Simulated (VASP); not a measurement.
# SnO (P4/nmm) in VASP: notebook

The runs below take SnO through single point, with B3LYP, r2SCAN-based global hybrid with 15 % exact exchange, BHLYP.

Everything below comes from runs of VASP 6.6.1. Logs are shortened: lines on timing, memory, paths and dates and some standing lists are left out, and cuts for length are marked.

## 1. The cell of the first run

The structure is tetragonal, space group P4/nmm (No. 129). Conventional cell: a = 3.814 Å, b = 3.814 Å, c = 4.887 Å, α = 90.00°, β = 90.00°, γ = 90.00°. Sn (site symmetry 4mm) has 4 O at 2.23 Å within 2.9 Å. Within 2.9 Å of O (site symmetry -4m2) lie 4 Sn at 2.23 Å and 4 O at 2.70 Å.

## 2. Single point, B3LYP

POSCAR

```
SnO
1.0
    3.8136952200      0.0000000000      0.0000000000
    0.0000000000      3.8136952200      0.0000000000
    0.0000000000      0.0000000000      4.8869133000
Sn O
2 2
Direct
    0.5000000000      0.0000000000      0.7646261400
    0.0000000000      0.5000000000      0.2353738600
    0.0000000000      0.0000000000      0.0000000000
    0.5000000000      0.5000000000      0.0000000000
```

INCAR.step1

```
SYSTEM = SnO
  PREC = Accurate
  ENCUT = 520
  EDIFF = 1E-5
  ISMEAR = -1
  SIGMA = 0.05
  LREAL = .False.
  LASPH = .True.
  NELM = 100
  ALGO = Normal
  ISIF = 2
  LWAVE = .True.
  LCHARG = .False.
  GGA = PE
  NBANDS = 28
```

INCAR.step2

```
SYSTEM = SnO
  PREC = Accurate
  ENCUT = 520
  EDIFF = 1E-6
  ISMEAR = -1
  SIGMA = 0.05
  LREAL = .False.
  LASPH = .True.
  NELM = 100
  ALGO = Normal
  ISIF = 2
  LWAVE = .False.
  LCHARG = .False.
  GGA = B3
  LHFCALC = .True.
  AEXX = 0.2
  AGGAX = 0.72
  AGGAC = 0.81
  ALDAC = 0.19
  PRECFOCK = Normal
  ISTART = 1
  NBANDS = 28
```

KPOINTS

```
Automatic mesh
0
Gamma
  4 4 3
  0 0 0
```

Potentials or basis: VASP PAW PBE potentials, release 64 (Sn_d, O).

Launch:

```
$ cat potpaw_PBE.64/Sn_d/POTCAR potpaw_PBE.64/O/POTCAR > POTCAR
$ cp INCAR.step1 INCAR
$ mpirun -np 1 vasp_std > vasp.out
$ cp INCAR.step2 INCAR
$ mpirun -np 1 vasp_std > vasp.out
```

OUTCAR:

```text
SYSTEM = SnO
   PREC = Accurate
   ENCUT = 520
   EDIFF = 1E-6
   ISMEAR = -1
   LREAL = .False.
   LASPH = .True.
   NELM = 100
   ISIF = 2
   GGA = B3
   LHFCALC = .True.
   AEXX = 0.2
   PRECFOCK = Normal
   ISTART = 1

 ion  position               nearest neighbor table
   1  0.500  0.000  0.765-   3 2.23   4 2.23   4 2.23   3 2.23   2 3.54   2 3.54   2 3.54   2 3.54
                             2 3.74   2 3.74   2 3.74   2 3.74
   2  0.000  0.500  0.235-   3 2.23   4 2.23   3 2.23   4 2.23   1 3.54   1 3.54   1 3.54   1 3.54
                             1 3.74   1 3.74   1 3.74   1 3.74
   3  0.000  0.000  0.000-   1 2.23   2 2.23   2 2.23   1 2.23
   4  0.500  0.500  0.000-   1 2.23   2 2.23   1 2.23   2 2.23

  LATTYP: Found a simple tetragonal cell.
 ALAT       =     3.8136952200
 C/A-ratio  =     1.2814116016

  Lattice vectors:

 A1 = (   3.8136952200,   0.0000000000,   0.0000000000)
 A2 = (   0.0000000000,   3.8136952200,   0.0000000000)
 A3 = (   0.0000000000,   0.0000000000,   4.8869133000)

Analysis of symmetry for initial positions (statically):
=====================================================================
 Subroutine PRICEL returns:
 Original cell was already a primitive cell.

 Routine SETGRP: Setting up the symmetry group for a
 simple tetragonal supercell.

 Subroutine GETGRP returns: Found 16 space group operations
 (whereof  8 operations were pure point group operations)
 out of a pool of 16 trial point group operations.

The static configuration has the point symmetry D_2d.
 The point group associated with its full space group is D_4h.

Analysis of symmetry for dynamics (positions and initial velocities):
=====================================================================
 Subroutine PRICEL returns:
 Original cell was already a primitive cell.

 Routine SETGRP: Setting up the symmetry group for a
 simple tetragonal supercell.

 Subroutine GETGRP returns: Found 16 space group operations
 (whereof  8 operations were pure point group operations)
 out of a pool of 16 trial point group operations.

The dynamic configuration has the point symmetry D_2d.
 The point group associated with its full space group is D_4h.

 Subroutine INISYM returns: Found 16 space group operations
 (whereof  8 operations are pure point group operations),
 and found     1 'primitive' translations

----------------------------------------------------------------------------------------

                                     Primitive cell

  volume of cell :      71.0766

  direct lattice vectors                    reciprocal lattice vectors
     3.813695220  0.000000000  0.000000000     0.262212878  0.000000000  0.000000000
     0.000000000  3.813695220  0.000000000     0.000000000  0.262212878  0.000000000
     0.000000000  0.000000000  4.886913300     0.000000000  0.000000000  0.204628144

  length of vectors
     3.813695220  3.813695220  4.886913300     0.262212878  0.262212878  0.204628144

  position of ions in fractional coordinates (direct lattice)
     0.500000000  0.000000000  0.764626140
     0.000000000  0.500000000  0.235373860
     0.000000000  0.000000000  0.000000000
     0.500000000  0.500000000  0.000000000

  ion indices of the primitive-cell ions
   primitive index   ion index
                 1           1
                 2           2
                 3           3
                 4           4

----------------------------------------------------------------------------------------

 KPOINTS: Automatic mesh

Automatic generation of k-mesh.
 Grid dimensions read from file:
 generate k-points for:    4    4    3

 Generating k-lattice:

  Cartesian coordinates                     Fractional coordinates (reciprocal lattice)
     0.065553220  0.000000000  0.000000000     0.250000000  0.000000000  0.000000000
     0.000000000  0.065553220  0.000000000     0.000000000  0.250000000  0.000000000
     0.000000000  0.000000000  0.068209381     0.000000000  0.000000000  0.333333333

  Length of vectors
     0.065553220  0.065553220  0.068209381

  Shift w.r.t. Gamma in fractional coordinates (k-lattice)
     0.000000000  0.000000000  0.000000000

 Subroutine IBZKPT returns following result:
 ===========================================

 Found     12 irreducible k-points:

 Following reciprocal coordinates:
            Coordinates               Weight
  0.000000  0.000000  0.000000      1.000000
  0.250000  0.000000  0.000000      4.000000
  0.500000  0.000000  0.000000      2.000000
  0.250000  0.250000  0.000000      4.000000
  0.500000  0.250000  0.000000      4.000000
  0.500000  0.500000  0.000000      1.000000
  0.000000  0.000000  0.333333      2.000000
  0.250000  0.000000  0.333333      8.000000
  0.500000  0.000000  0.333333      4.000000
  0.250000  0.250000  0.333333      8.000000
  0.500000  0.250000  0.333333      8.000000
  0.500000  0.500000  0.333333      2.000000
   k-points           NKPTS =     12   k-points in BZ     NKDIM =     48   number of bands    NBANDS=     28
   number of dos      NEDOS =    301   number of ions     NIONS =      4
   total plane-waves  NPLWV =  28224
   dimension x,y,z NGX =    28 NGY =   28 NGZ =   36
   dimension x,y,z NGXF=    56 NGYF=   56 NGZF=   72
   ions per type =               2   2
   NGX,Y,Z   is equivalent  to a cutoff of  12.21, 12.21, 12.25 a.u.
   NGXF,Y,Z  is equivalent  to a cutoff of  24.41, 24.41, 24.49 a.u.
 SYSTEM =  SnO
   PREC   = accura    normal or accurate (medium, high low for compatibility)
   ISTART =      1    job   : 0-new  1-cont  2-samecut
   ICHARG =      0    charge: 1-file 2-atom 10-const
   ISPIN  =      1    spin polarized calculation?
   LNONCOLLINEAR =      F non collinear calculations
   LSORBIT =      F    spin-orbit coupling
   LASPH  =      T    aspherical Exc in radial PAW
   ENCUT  =  520.0 eV  38.22 Ry    6.18 a.u.   7.09  7.09  9.09*2*pi/ulx,y,z
   NELM   =    100;   NELMIN=  2; NELMDL=  0     # of ELM steps
   EDIFF  = 0.1E-05   stopping-criterion for ELM
   LREAL  =      F    real-space projection
   EDIFFG = 0.1E-04   stopping-criterion for IOM
   NSW    =      0    number of steps for IOM
   IBRION =     -1    ionic relax: 0-MD 1-quasi-New 2-CG
   NFREE  =      0    steps in history (QN), initial steepest desc. (CG)
   ISIF   =      2    stress and relaxation
   ISYM   =      3    0-nonsym 1-usesym 2-fastsym
   POTIM  = 0.5000    time-step for ionic-motion
   TEBEG  =    0.0;   TEEND  =   0.0 temperature during run
   PSTRESS=    0.0 pullay stress
   NELECT =      40.0000    total number of electrons
   NUPDOWN=      -1.0000    fix difference up-down
   EMIN   =  10.00;   EMAX   =-10.00  energy-range for DOS
   EFERMI =   0.00;   METHOD = LEGACY
   ISMEAR =    -1;   SIGMA  =   0.05  broadening in eV -4-tet -1-fermi 0-gaus
   EFERMI_NEDOS =   21; number of points for ismear=-14 and -15
   IALGO  =     38    algorithm
   IMIX   =      1    mixing-type and parameters
     AMIX     =   0.40;   BMIX     =  1.00
     AMIX_MAG =   1.60;   BMIX_MAG =  1.00
  volume/ion in A,a.u.               =      17.77       119.91
  Fermi-wavevector in a.u.,A,eV,Ry     =   1.351614  2.554180 24.855939  1.826860
  Thomas-Fermi vector in A             =   2.479021
   LORBIT       =      0    0 simple, 1 ext, 2 COOP (PROOUT), +10 PAW based schemes
   GGA     = B3    functional components
   LHFCALC =     T    Hartree Fock is set to
   PRECFOCK=normal    Normal, Fast or Accurate (Low or Medium for compatibility)
   ENCUT4O =  -1.0   cutoff for four orbital integrals eV
   NKREDX  =     1    reduce k-point grid by
   NKREDY  =     1    reduce k-point grid by
   NKREDZ  =     1    reduce k-point grid by
   AEXX    =    0.2000 exact exchange contribution
   HFSCREEN=    0.0000 screening length (either q_TF or 0.3 A-1)
   HFSCREENC=   0.0000 screening length for correlation (either q_TF or 0.3 A-1)
   ENCUTFOCK=  -1.0 apply spherical cutoff to Coloumb kernel
   IVDW    =     0    specifies the selected vdW correction
   LEPSILON=     F    determine dielectric tensor
   LRPA    =     F    only Hartree local field effects (RPA)
 non-spin polarized calculation
  energy-cutoff  :      520.00
  volume of cell :       71.08
 maximum number of plane-waves:      1926
  NGX = 24; NGY = 24; NGZ = 28

 number of electron      39.9999978 magnetization

 Free energy of the ion-electron system (eV)
  ---------------------------------------------------
  ext. energy  EPLUGINS =         0.00000000
  ---------------------------------------------------
  free energy    TOTEN  =       -27.26047545 eV

  energy without entropy =      -27.26047511  energy(sigma->0) =      -27.26047528

 E-fermi :   7.2479     XC(G=0):  -8.1102

 val. band max:        6.6474769825   @ k =   0.0000   0.0000   0.0000
 cond. band min:       7.8829397977   @ k =   0.5000   0.5000   0.0000
 fundamental gap:      1.2354628152
 Fermi energy:         7.2478883717

 k-point     1 :       0.0000    0.0000    0.0000
  band No.  band energies     occupation
      1     -17.1495      2.00000
      2     -16.6688      2.00000
      3     -16.6540      2.00000
      4     -16.6540      2.00000
      5     -16.6007      2.00000
      6     -16.5876      2.00000
[... 20 lines left out ...]
     27      14.8722      0.00000
     28      15.3998      0.00000

 k-point     2 :       0.2500    0.0000    0.0000
  band No.  band energies     occupation
      1     -17.1141      2.00000
      2     -16.7761      2.00000
      3     -16.6434      2.00000
      4     -16.6406      2.00000
      5     -16.6314      2.00000
      6     -16.6072      2.00000
[... 20 lines left out ...]
     27      15.3877      0.00000
     28      18.6288      0.00000

 k-point     3 :       0.5000    0.0000    0.0000
  band No.  band energies     occupation
      1     -17.0046      2.00000
      2     -17.0046      2.00000
      3     -16.6220      2.00000
      4     -16.6220      2.00000
      5     -16.6189      2.00000
      6     -16.6189      2.00000
[... 244 lines left out ...]
      3     -16.6316      2.00000
      4     -16.6316      2.00000
      5     -16.6082      2.00000
      6     -16.6082      2.00000
[... 20 lines left out ...]
     27      17.1564      0.00000
     28      17.1564      0.00000

 k-point    12 :       0.5000    0.5000    0.3333
  band No.  band energies     occupation
      1     -17.0556      2.00000
      2     -17.0556      2.00000
      3     -16.6149      2.00000
      4     -16.6149      2.00000
      5     -16.6036      2.00000
      6     -16.6036      2.00000
[... 20 lines left out ...]
     27      17.3732      0.00000
     28      17.3732      0.00000

------------------------ aborting loop because EDIFF is reached ----------------------------------------

  FORCE on cell =-STRESS in cart. coord.  units (eV):
  Direction    XX          YY          ZZ          XY          YZ          ZX
  --------------------------------------------------------------------------------------
  -------------------------------------------------------------------------------------
  Total        1.8437630      1.8437630      1.7086857      0.0000000      0.0000000      0.0000000
  in kB       41.5612956     41.5612956     38.5164423      0.0000000      0.0000000      0.0000000
  external PRESSURE =      40.5463445 kB  Pullay stress =       0.0000000 kB

 VOLUME and BASIS-vectors are now :
 -----------------------------------------------------------------------------
  energy-cutoff  :      520.00
  volume of cell :       71.08
      direct lattice vectors                 reciprocal lattice vectors
     3.813695220  0.000000000  0.000000000     0.262212878  0.000000000  0.000000000
     0.000000000  3.813695220  0.000000000     0.000000000  0.262212878  0.000000000
     0.000000000  0.000000000  4.886913300     0.000000000  0.000000000  0.204628144

 POSITION                                       TOTAL-FORCE (eV/Angst)
 -----------------------------------------------------------------------------------
      1.90685      0.00000      3.73666         0.000000      0.000000     -0.091079
      0.00000      1.90685      1.15025         0.000000      0.000000      0.091079
      0.00000      0.00000      0.00000        -0.000000      0.000000     -0.000000
      1.90685      1.90685      0.00000         0.000000     -0.000000     -0.000000
 -----------------------------------------------------------------------------------
    total drift:                               -0.000001      0.000002      0.000003

  FREE ENERGIE OF THE ION-ELECTRON SYSTEM (eV)
  ---------------------------------------------------
  free  energy   TOTEN  =       -27.2604754459 eV

  energy  without entropy=      -27.2604751068  energy(sigma->0) =      -27.26047528
```

Run time: 40 min. Hardware: 1 thread of Oxide Virtual Turin-like, shared host; peak memory 0.17 GiB.

What came out:

```yaml
Free_energy: -27.2605 eV
Pressure: 4.1 GPa
Largest_force: 0.091 eV/Å
Band_gap_on_the_k_mesh: 1.24 eV (least direct gap 3.31 eV)
```

Forces in eV/Å, atoms in the order of the input:
```
Sn   0.000  0.000 -0.091
Sn   0.000  0.000  0.091
O    0.000  0.000  0.000
O    0.000  0.000  0.000
```

Stress tensor (GPa, compression positive):
```
4.16 0.00 0.00
0.00 4.16 0.00
0.00 0.00 3.85
```

Levels at points of the mesh, in eV from the valence-band top:
| k point | band 18 | band 19 | band 20 | band 21 | band 22 | band 23 |
| --- | --- | --- | --- | --- | --- | --- |
| (0.00, 0.00, 0.00) | -3.84 | -3.84 | 0.00 | 3.31 | 5.51 | 5.97 |
| (0.50, 0.00, 0.00) | -5.57 | -3.01 | -3.01 | 4.36 | 4.36 | 7.25 |
| (0.50, 0.50, 0.00) | -3.14 | -2.17 | -2.17 | 1.24 | 1.24 | 5.82 |

Caveat: the k points lie up to 0.43 Å⁻¹ apart; the PAW data sets were made with another functional, which shifts forces and pressure a little; spin-orbit coupling is left out, which moves the levels of the heavy elements. A k mesh can miss the band edges.

## 3. Single point, r2SCAN-based global hybrid with 15 % exact exchange

POSCAR is that of step 2.

INCAR.step1

```
PREC = Accurate ; ENCUT = 520
EDIFF = 1E-5 ; ISMEAR = -1
SIGMA = 0.05 ; LREAL = F
LASPH = T ; NELM = 100
ALGO = Normal ; ISIF = 2
LWAVE = T ; LCHARG = F
NBANDS = 28 ; GGA = PE
```

INCAR.step2

```
PREC = Accurate ; ENCUT = 520
EDIFF = 1E-7 ; ISMEAR = -1
SIGMA = 0.05 ; LREAL = F
LASPH = T ; NELM = 100
ALGO = Normal ; ISIF = 2
LWAVE = F ; LCHARG = F
METAGGA = R2SCAN ; LHFCALC = T
AEXX = 0.15 ; LMIXTAU = T
PRECFOCK = Normal ; NBANDS = 28
ISTART = 1
```

KPOINTS

```
Automatic mesh
0
Gamma
  4 4 3
```

Potentials or basis: VASP PAW PBE potentials, release 64 (Sn_d, O).

Launch:

```
$ cat potpaw_PBE.64/Sn_d/POTCAR potpaw_PBE.64/O/POTCAR > POTCAR
$ cp INCAR.step1 INCAR
$ mpirun -np 1 vasp_std > vasp.out
$ cp INCAR.step2 INCAR
$ mpirun -np 1 vasp_std > vasp.out
```

It took 81 min on 1 thread of Oxide Virtual Turin-like, shared host; peak memory 0.18 GiB.

Results (log left out):

```
Free energy            : -64.8555 eV
Pressure               : -1.5 GPa
Largest force          : 0.236 eV/Å
Band gap on the k mesh : 0.91 eV (least direct gap 3.14 eV)
```

Forces in eV/Å, atoms in the order of the input:
```
Sn   0.000  0.000  0.236
Sn   0.000  0.000 -0.236
O    0.000  0.000  0.000
O    0.000  0.000  0.000
```

Stress tensor (GPa, compression positive):
```
-1.75  0.00  0.00
 0.00 -1.75  0.00
 0.00  0.00 -1.05
```

Levels at points of the mesh, in eV from the valence-band top:
```tsv
k point	band 16	band 17	band 18	band 19	band 20	band 21	band 22	band 23	band 24	band 25
(0.00, 0.00, 0.00)	-7.27	-4.34	-4.03	-4.03	0.00	3.14	5.29	5.75	5.75	6.92
(0.50, 0.00, 0.00)	-5.91	-5.78	-5.78	-3.17	-3.17	4.21	4.21	7.13	7.13	7.21
(0.50, 0.50, 0.00)	-6.06	-3.33	-3.33	-2.26	-2.26	0.91	0.91	5.51	5.51	8.57
```

Caveat: the k points lie up to 0.43 Å⁻¹ apart; the PAW data sets were made with another functional, which shifts forces and pressure a little; spin-orbit coupling is left out, which moves the levels of the heavy elements. A k mesh can miss the band edges.

## 4. Single point, BHLYP

This run uses another cell than the first one, of 22.47 Å³/atom.

POSCAR

```
SnO
1.0
    3.7769033738      0.0000000000      0.0000000000
    0.0000000000      3.7769033738      0.0000000000
    0.0000000000      0.0000000000      6.3014612943
Sn O
2 2
Direct
    0.5000000000      0.0000000000      0.8170909586
    0.0000000000      0.5000000000      0.1829090414
    0.0000000000      0.0000000000      0.0000000000
    0.5000000000      0.5000000000      0.0000000000
```

INCAR.step1

```
PREC = Accurate ; ENCUT = 520
EDIFF = 1E-5 ; ISMEAR = -1
SIGMA = 0.05 ; LREAL = F
LASPH = T ; NELM = 80
ALGO = Normal ; ISIF = 2
LWAVE = T ; LCHARG = F
GGA = PE ; NBANDS = 28
```

INCAR.step2

```
PREC = Accurate ; ENCUT = 520
EDIFF = 1E-6 ; ISMEAR = -1
SIGMA = 0.05 ; LREAL = F
LASPH = T ; NELM = 80
ALGO = Normal ; ISIF = 2
LWAVE = F ; LCHARG = F
GGA = B5 ; LHFCALC = T
AEXX = 0.5 ; ALDAX = 0.5
AGGAX = 0.5 ; AGGAC = 1.0
ALDAC = 0.0 ; PRECFOCK = Normal
ISTART = 1 ; NBANDS = 28
```

KPOINTS

```
regular mesh
0
Gamma
  4 4 3
```

Launch:

```
$ cat potpaw_PBE.64/Sn_d/POTCAR potpaw_PBE.64/O/POTCAR > POTCAR
$ cp INCAR.step1 INCAR
$ mpirun -np 1 vasp_std > vasp.out
$ cp INCAR.step2 INCAR
$ mpirun -np 1 vasp_std > vasp.out
```

It took 88 min on 1 thread of Oxide Virtual Turin-like, shared host; peak memory 0.2 GiB.

It converged, with:

```yaml
Free_energy: -36.4491 eV
Pressure: 0.3 GPa
Largest_force: 0.157 eV/Å
Band_gap_on_the_k_mesh: 5.33 eV (least direct gap 5.59 eV)
```

Forces in eV/Å, atoms in the order of the input:
```
Sn   0.000  0.000 -0.157
Sn   0.000  0.000  0.157
O    0.000  0.000  0.000
O    0.000  0.000  0.000
```

Stress tensor (GPa, compression positive):
```
0.25 0.00 0.00
0.00 0.25 0.00
0.00 0.00 0.38
```

Levels at points of the mesh, in eV from the valence-band top:
| k point | band 18 | band 19 | band 20 | band 21 | band 22 | band 23 |
| --- | --- | --- | --- | --- | --- | --- |
| (0.00, 0.00, 0.00) | -3.76 | -3.76 | 0.00 | 5.59 | 6.79 | 9.16 |
| (0.50, 0.00, 0.00) | -5.67 | -1.54 | -1.54 | 6.04 | 6.04 | 9.49 |
| (0.50, 0.50, 0.00) | -2.99 | -1.20 | -1.20 | 5.33 | 5.33 | 8.63 |

Caveat: the PAW data sets were made with another functional, which shifts forces and pressure a little; spin-orbit coupling is left out, which moves the levels of the heavy elements. A k mesh can miss the band edges.

## 5. The runs side by side

| level | cell | share of exact exchange | gap on the mesh (eV) | pressure (GPa) | largest force (eV/Å) |
| --- | --- | --- | --- | --- | --- |
| B3LYP | a = 3.814, b = 3.814, c = 4.887 Å, 4 atoms, atomic positions A | 0.2 | 1.24 | 4.1 | 0.09 |
| r2SCAN-based global hybrid with 15 % exact exchange | a = 3.814, b = 3.814, c = 4.887 Å, 4 atoms, atomic positions A | 0.15 | 0.91 | -1.5 | 0.24 |
| BHLYP | a = 3.777, b = 3.777, c = 6.301 Å, 4 atoms, atomic positions B | 0.5 | 5.33 | 0.3 | 0.16 |

Alike in all rows: task single point; potentials or basis VASP PAW PBE potentials, release 64 (Sn_d, O); no spin polarisation; k mesh 4 × 4 × 3; cutoff (eV) 520; smearing fermi-dirac 0.05 eV.

Caveats: some runs use coarse meshes; the PAW data sets were made with another functional, which shifts forces and pressure a little; spin-orbit coupling is left out, which moves the levels of the heavy elements.

Absolute energies hang on the potentials; compare differences alone.
